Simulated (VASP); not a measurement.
Input of a VASP 6.6.1 run:

The input INCAR:

```
PREC = Accurate ; ENCUT = 520
EDIFF = 1E-6 ; ISMEAR = 0
SIGMA = 0.15 ; LREAL = False
LASPH = True ; NELM = 80
ALGO = Normal ; ISIF = 2
LWAVE = False ; LCHARG = False
NBANDS = 16
```

KPOINTS

```
regular mesh
0
Gamma
  16 16 16
```

The input POSCAR:

```
ZrS
1.0
   -0.1574707019      2.5575413995      2.5575413995
    2.5575413995     -0.1574707019      2.5575413995
    2.5575413995      2.5575413995     -0.1574707019
Zr S
1 1
Direct
    0.0000000000      0.0000000000      0.0000000000
    0.5000000000      0.5000000000      0.5000000000
```

Potentials or basis: VASP PAW LDA potentials, release 64 (Zr_sv, S).

Command:

```sh
$ cat potpaw_LDA.64/Zr_sv/POTCAR potpaw_LDA.64/S/POTCAR > POTCAR
$ mpirun -np 1 vasp_std > vasp.out
```

Q: Estimate the pressure.

A: -9.9 GPa.

Q: Predict the band gap on the k mesh.

A: Zero (bands 9 and 10 overlap by 3.33 eV).

Stress tensor (GPa, compression positive):
```
-9.89  1.66  1.66
 1.66 -9.89  1.66
 1.66  1.66 -9.89
```

Caveat: the cell stands under tension.
